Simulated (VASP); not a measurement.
# TaN (I4/mmm) in VASP: notebook

The runs below take TaN through single point, with PBEsol.

Everything below comes from runs of VASP 6.6.1. Logs are shortened: lines on timing, memory, paths and dates and some standing lists are left out, and cuts for length are marked.

### Step 1. The cell of the first run

The structure is tetragonal, space group I4/mmm (No. 139). The conventional cell has a = 3.143 Å, b = 3.143 Å, c = 4.358 Å, α = 90.00°, β = 90.00°, γ = 90.00°. Ta (site symmetry 4/mmm) has 6 N at 2.18 to 2.22 Å within 2.9 Å. N (site symmetry 4/mmm) has 6 Ta at 2.18 to 2.22 Å within 2.9 Å.

### Step 2. Single point, PBEsol (strain +0.0200 x Voigt [1, 1, 0, 0, 0, 0])

The input, INCAR:

```
PREC     = Accurate       # precision mode
ENCUT    = 520            # plane-wave cutoff, eV
EDIFF    = 1E-6           # SCF threshold, eV
ISMEAR   = 0              # smearing method
SIGMA    = 0.15           # smearing width, eV
LREAL    = False          # projectors in reciprocal space
LASPH    = True           # aspherical terms in the spheres
NELM     = 100            # most SCF steps
ALGO     = Normal         # electronic algorithm
ISIF     = 2              # what is computed and relaxed
LWAVE    = False          # write WAVECAR
LCHARG   = True           # write CHGCAR
GGA      = PS             # functional
LELF     = True           # ELF
LVHAR    = True         
NBANDS   = 15             # bands
```

The input, KPOINTS:

```
regular mesh
0
Gamma
  18 18 18
```

The input, POSCAR:

```
TaN
1.0
    0.0000000000      2.2225800000      2.1790000000
    2.2225800000      0.0000000000      2.1790000000
    2.2225800000      2.2225800000      0.0000000000
Ta N
1 1
Direct
    0.5000000000      0.5000000000      0.5000000000
    0.0000000000      0.0000000000      0.0000000000
```

Potentials or basis: VASP PAW PBE potentials, release 64 (Ta_pv, N).

On the command line:

```
cat potpaw_PBE.64/Ta_pv/POTCAR potpaw_PBE.64/N/POTCAR > POTCAR
mpirun -np 1 vasp_std > vasp.out
```

OUTCAR:

```text
PREC = Accurate
   ENCUT = 520
   EDIFF = 1E-6
   ISMEAR = 0
   LREAL = False
   LASPH = True
   NELM = 100
   ISIF = 2
   GGA = PS

 ion  position               nearest neighbor table
   1  0.500  0.500  0.500-   2 2.18   2 2.18   2 2.22   2 2.22   2 2.22   2 2.22
   2  0.000  0.000  0.000-   1 2.18   1 2.18   1 2.22   1 2.22   1 2.22   1 2.22

  LATTYP: Found a body centered tetragonal cell.
 ALAT       =     3.1432027795
 C/A-ratio  =     1.3864838847

  Lattice vectors:

 A1 = (   0.0000000000,  -2.2225800000,  -2.1790000000)
 A2 = (   0.0000000000,   2.2225800000,  -2.1790000000)
 A3 = (   2.2225800000,   0.0000000000,   2.1790000000)

Analysis of symmetry for initial positions (statically):
=====================================================================
 Subroutine PRICEL returns:
 Original cell was already a primitive cell.

 Routine SETGRP: Setting up the symmetry group for a
 body centered tetragonal supercell.

 Subroutine GETGRP returns: Found 16 space group operations
 (whereof 16 operations were pure point group operations)
 out of a pool of 16 trial point group operations.

The static configuration has the point symmetry D_4h.

Analysis of symmetry for dynamics (positions and initial velocities):
=====================================================================
 Subroutine PRICEL returns:
 Original cell was already a primitive cell.

 Routine SETGRP: Setting up the symmetry group for a
 body centered tetragonal supercell.

 Subroutine GETGRP returns: Found 16 space group operations
 (whereof 16 operations were pure point group operations)
 out of a pool of 16 trial point group operations.

The dynamic configuration has the point symmetry D_4h.

 Subroutine INISYM returns: Found 16 space group operations
 (whereof 16 operations are pure point group operations),
 and found     1 'primitive' translations

----------------------------------------------------------------------------------------

                                     Primitive cell

  volume of cell :      21.5279

  direct lattice vectors                    reciprocal lattice vectors
     0.000000000  2.222580000  2.179000000    -0.224963781  0.224963781  0.229463056
     2.222580000  0.000000000  2.179000000     0.224963781 -0.224963781  0.229463056
     2.222580000  2.222580000  0.000000000     0.224963781  0.224963781 -0.229463056

  length of vectors
     3.112539615  3.112539615  3.143202779     0.392263559  0.392263559  0.392263559

  position of ions in fractional coordinates (direct lattice)
     0.500000000  0.500000000  0.500000000
     0.000000000  0.000000000  0.000000000

  ion indices of the primitive-cell ions
   primitive index   ion index
                 1           1
                 2           2

----------------------------------------------------------------------------------------

 KPOINTS: regular mesh

Automatic generation of k-mesh.
 Grid dimensions read from file:
 generate k-points for:   18   18   18

 Generating k-lattice:

  Cartesian coordinates                     Fractional coordinates (reciprocal lattice)
    -0.012497988  0.012497988  0.012747948     0.055555556  0.000000000  0.000000000
     0.012497988 -0.012497988  0.012747948     0.000000000  0.055555556  0.000000000
     0.012497988  0.012497988 -0.012747948     0.000000000  0.000000000  0.055555556

  Length of vectors
     0.021792420  0.021792420  0.021792420

  Shift w.r.t. Gamma in fractional coordinates (k-lattice)
     0.000000000  0.000000000  0.000000000

 Subroutine IBZKPT returns following result:
 ===========================================

 Found    480 irreducible k-points:

 Following reciprocal coordinates:
            Coordinates               Weight
  0.000000  0.000000  0.000000      1.000000
  0.055556  0.000000  0.000000      8.000000
  0.111111  0.000000  0.000000      8.000000
  0.166667  0.000000  0.000000      8.000000
  0.222222 -0.000000  0.000000      8.000000
  0.277778  0.000000  0.000000      8.000000
[... 16 lines left out ...]
 -0.277778  0.055556  0.000000      8.000000
 -0.222222  0.055556  0.000000      8.000000
 [... further k-points ...]
   k-points           NKPTS =    480   k-points in BZ     NKDIM =    480   number of bands    NBANDS=     15
   number of dos      NEDOS =    301   number of ions     NIONS =      2
   total plane-waves  NPLWV =  13824
   dimension x,y,z NGX =    24 NGY =   24 NGZ =   24
   dimension x,y,z NGXF=    48 NGYF=   48 NGZF=   48
   ions per type =               1   1
   NGX,Y,Z   is equivalent  to a cutoff of  12.82, 12.82, 12.69 a.u.
   NGXF,Y,Z  is equivalent  to a cutoff of  25.64, 25.64, 25.39 a.u.
 SYSTEM =  unknown system
   PREC   = accura    normal or accurate (medium, high low for compatibility)
   ISTART =      0    job   : 0-new  1-cont  2-samecut
   ICHARG =      2    charge: 1-file 2-atom 10-const
   ISPIN  =      1    spin polarized calculation?
   LNONCOLLINEAR =      F non collinear calculations
   LSORBIT =      F    spin-orbit coupling
   LASPH  =      T    aspherical Exc in radial PAW
   ENCUT  =  520.0 eV  38.22 Ry    6.18 a.u.   5.79  5.79  5.84*2*pi/ulx,y,z
   NELM   =    100;   NELMIN=  2; NELMDL= -5     # of ELM steps
   EDIFF  = 0.1E-05   stopping-criterion for ELM
   LREAL  =      F    real-space projection
   EDIFFG = 0.1E-04   stopping-criterion for IOM
   NSW    =      0    number of steps for IOM
   IBRION =     -1    ionic relax: 0-MD 1-quasi-New 2-CG
   NFREE  =      0    steps in history (QN), initial steepest desc. (CG)
   ISIF   =      2    stress and relaxation
   ISYM   =      2    0-nonsym 1-usesym 2-fastsym
   POTIM  = 0.5000    time-step for ionic-motion
   TEBEG  =    0.0;   TEEND  =   0.0 temperature during run
   PSTRESS=    0.0 pullay stress
   NELECT =      16.0000    total number of electrons
   NUPDOWN=      -1.0000    fix difference up-down
   EMIN   =  10.00;   EMAX   =-10.00  energy-range for DOS
   EFERMI =   0.00;   METHOD = LEGACY
   ISMEAR =     0;   SIGMA  =   0.15  broadening in eV -4-tet -1-fermi 0-gaus
   EFERMI_NEDOS =   21; number of points for ismear=-14 and -15
   IALGO  =     38    algorithm
   IMIX   =      4    mixing-type and parameters
     AMIX     =   0.40;   BMIX     =  1.00
     AMIX_MAG =   1.60;   BMIX_MAG =  1.00
  volume/ion in A,a.u.               =      10.76        72.64
  Fermi-wavevector in a.u.,A,eV,Ry     =   1.482908  2.802289 29.919423  2.199016
  Thomas-Fermi vector in A             =   2.596635
   LORBIT       =      0    0 simple, 1 ext, 2 COOP (PROOUT), +10 PAW based schemes
   GGA     = PS    functional components
   LHFCALC =     F    Hartree Fock is set to
   AEXX    =    0.0000 exact exchange contribution
   IVDW    =     0    specifies the selected vdW correction
   LEPSILON=     F    determine dielectric tensor
   LRPA    =     F    only Hartree local field effects (RPA)
 non-spin polarized calculation
 Gauss-broadening in eV      SIGMA  =   0.15
  energy-cutoff  :      520.00
  volume of cell :       21.53
 maximum number of plane-waves:       596
   NGX = 11   NGY = 11   NGZ = 11

 number of electron      16.0000004 magnetization

 Free energy of the ion-electron system (eV)
  ---------------------------------------------------
  ext. energy  EPLUGINS =         0.00000000
  ---------------------------------------------------
  free energy    TOTEN  =       -23.19400014 eV

  energy without entropy =      -23.18440653  energy(sigma->0) =      -23.18920334

 E-fermi :   9.2414     XC(G=0): -13.5206

 val. band max:        9.2322915771   @ k =  -0.3333   0.1667   0.0556
 cond. band min:       9.2432772936   @ k =   0.2778   0.0556   0.0000
 fundamental gap:      0.0109857165
 Fermi energy:         9.2414008604

 k-point     1 :       0.0000    0.0000    0.0000
  band No.  band energies     occupation
      1     -26.4954      2.00000
      2     -26.4954      2.00000
      3     -26.4839      2.00000
      4      -9.4697      2.00000
      5       5.4485      2.00000
      6       5.4485      2.00000
      7       5.5365      2.00000
      8       7.0669      2.00000
      9       7.0669      2.00000
     10       7.3010      2.00000
     11       9.1220      1.73962
     12       9.2942      0.61888
     13      10.7850      0.00000
     14      18.6121      0.00000
     15      21.5729      0.00000

 k-point     2 :       0.0556    0.0000    0.0000
  band No.  band energies     occupation
      1     -26.5191      2.00000
      2     -26.4982      2.00000
      3     -26.4891      2.00000
      4      -9.3952      2.00000
      5       5.0475      2.00000
      6       5.1669      2.00000
      7       5.2419      2.00000
      8       7.2031      2.00000
      9       7.2433      2.00000
     10       7.4340      2.00000
     11       9.4322      0.07198
     12       9.6104      0.00050
     13      11.0221      0.00000
     14      18.8432      0.00000
     15      21.5727      0.00000

 k-point     3 :       0.1111    0.0000    0.0000
  band No.  band energies     occupation
      1     -26.5948      2.00000
      2     -26.5064      2.00000
      3     -26.4958      2.00000
      4      -9.1783      2.00000
      5       4.1680      2.00000
      6       4.5636      2.00000
      7       4.6350      2.00000
      8       7.5164      2.00000
      9       7.5592      2.00000
     10       7.6999      2.00000
     11      10.2092      0.00000
     12      10.3995      0.00000
     13      11.6450      0.00000
     14      19.4941      0.00000
     15      21.5721      0.00000
[... 343 lines left out ...]
 k-point    23 :      -0.2778    0.0556    0.0000
  band No.  band energies     occupation
      1     -27.0279      2.00000
      2     -26.5616      2.00000
      3     -26.5461      2.00000
      4      -7.7417      2.00000
      5       0.8377      2.00000
      6       2.4577      2.00000
      7       2.8429      2.00000
      8       8.7038      2.00000
      9       9.0553      1.92071
     10      10.0118      0.00000
     11      13.4582      0.00000
     12      14.1690      0.00000
     13      14.3985      0.00000
     14      21.3261      0.00000
     15      21.6531      0.00000

 k-point    24 :      -0.2222    0.0556    0.0000
  band No.  band energies     occupation
      1     -26.8916      2.00000
      2     -26.5490      2.00000
      3     -26.5294      2.00000
      4      -8.2285      2.00000
      5       1.7112      2.00000
      6       2.9188      2.00000
      7       3.3824      2.00000
      8       8.2563      2.00000
      9       8.4028      2.00000
     10       9.3882      0.16646
     11      12.3729      0.00000
     12      13.3223      0.00000
     13      13.5526      0.00000
     14      21.5065      0.00000
     15      21.6510      0.00000

 [... further k-points ...]

------------------------ aborting loop because EDIFF is reached ----------------------------------------

  FORCE on cell =-STRESS in cart. coord.  units (eV):
  Direction    XX          YY          ZZ          XY          YZ          ZX
  --------------------------------------------------------------------------------------
  -------------------------------------------------------------------------------------
  Total       -1.5915761     -1.5915761     -0.0638403      0.0000000      0.0000000      0.0000000
  in kB     -118.4502416   -118.4502416     -4.7511997      0.0000000      0.0000000      0.0000000
  external PRESSURE =     -80.5505610 kB  Pullay stress =       0.0000000 kB

 VOLUME and BASIS-vectors are now :
 -----------------------------------------------------------------------------
  energy-cutoff  :      520.00
  volume of cell :       21.53
      direct lattice vectors                 reciprocal lattice vectors
     0.000000000  2.222580000  2.179000000    -0.224963781  0.224963781  0.229463056
     2.222580000  0.000000000  2.179000000     0.224963781 -0.224963781  0.229463056
     2.222580000  2.222580000  0.000000000     0.224963781  0.224963781 -0.229463056

 POSITION                                       TOTAL-FORCE (eV/Angst)
 -----------------------------------------------------------------------------------
      2.22258      2.22258      2.17900         0.000000     -0.000000      0.000000
      0.00000      0.00000      0.00000        -0.000000      0.000000     -0.000000
 -----------------------------------------------------------------------------------
    total drift:                                0.000000     -0.000000     -0.000000

  FREE ENERGIE OF THE ION-ELECTRON SYSTEM (eV)
  ---------------------------------------------------
  free  energy   TOTEN  =       -23.1940001428 eV

  energy  without entropy=      -23.1844065318  energy(sigma->0) =      -23.18920334
```

It took 39 s on 1 thread of Intel Xeon 6975P-C (Granite Rapids), shared host; peak memory 0.27 GiB.

Results:

* Free energy: -23.1940 eV
* Pressure: -8.1 GPa
* Band gap on the k mesh: zero (band 8 reaches 11.02 eV, above the bottom of band 9 at 7.07 eV)

Stress tensor (GPa, compression positive):
```
-11.85   0.00   0.00
  0.00 -11.85   0.00
  0.00   0.00  -0.48
```

Caveat: the cell differs from its parent crystal (strain +0.0200 x Voigt [1, 1, 0, 0, 0, 0]); the PAW data sets were made with another functional, which shifts forces and pressure a little; spin-orbit coupling is left out, which moves the levels of the heavy elements.

### Step 3. Single point, PBEsol (strain +0.0300 x Voigt [1, 1, 0, 0, 0, 0])

The input, INCAR:

```
PREC = Accurate ; ENCUT = 520
EDIFF = 1E-6 ; ISMEAR = 0
SIGMA = 0.15 ; LREAL = F
LASPH = T ; NELM = 60
ALGO = Normal ; ISIF = 2
LWAVE = F ; LCHARG = F
GGA = PS ; NBANDS = 15
```

KPOINTS is that of step 2.

The input, POSCAR:

```
TaN
1.0
    0.0000000000      2.2443700000      2.1790000000
    2.2443700000      0.0000000000      2.1790000000
    2.2443700000      2.2443700000      0.0000000000
Ta N
1 1
Direct
    0.5000000000      0.5000000000      0.5000000000
    0.0000000000      0.0000000000      0.0000000000
```

Potentials or basis: VASP PAW PBE potentials, release 64 (Ta_pv, N).

On the command line:

```
cat potpaw_PBE.64/Ta_pv/POTCAR potpaw_PBE.64/N/POTCAR > POTCAR
mpirun -np 1 vasp_std > vasp.out
```

Wall time 38 s (1 thread of Intel Xeon 6975P-C (Granite Rapids), shared host); peak memory 0.27 GiB.

Results (log left out):

* Free energy: -23.1534 eV
* Pressure: -13.7 GPa
* Band gap on the k mesh: zero (band 8 reaches 10.69 eV, above the bottom of band 9 at 6.87 eV)

Stress tensor (GPa, compression positive):
```
-18.91   0.00   0.00
  0.00 -18.91   0.00
  0.00   0.00  -3.15
```

Levels at points of the mesh, in eV from the Fermi level:
```csv
k point,band 6,band 7,band 8,band 9,band 10,band 11
"(0.00, 0.00, 0.00)",-3.74,-3.62,-2.15,-2.15,-1.81,-0.18
"(0.50, 0.00, 0.00)",-7.37,-7.36,1.68,1.93,1.96,3.69
"(0.50, 0.50, 0.00)",-5.32,-4.64,-4.64,2.01,3.39,3.39
"(0.50, 0.00, 0.50)",-5.26,-4.54,-4.43,1.92,3.20,3.55
```

Caveat: the cell differs from its parent crystal (strain +0.0300 x Voigt [1, 1, 0, 0, 0, 0]); the PAW data sets were made with another functional, which shifts forces and pressure a little; spin-orbit coupling is left out, which moves the levels of the heavy elements.

(Part 1 of 2 ends here.)
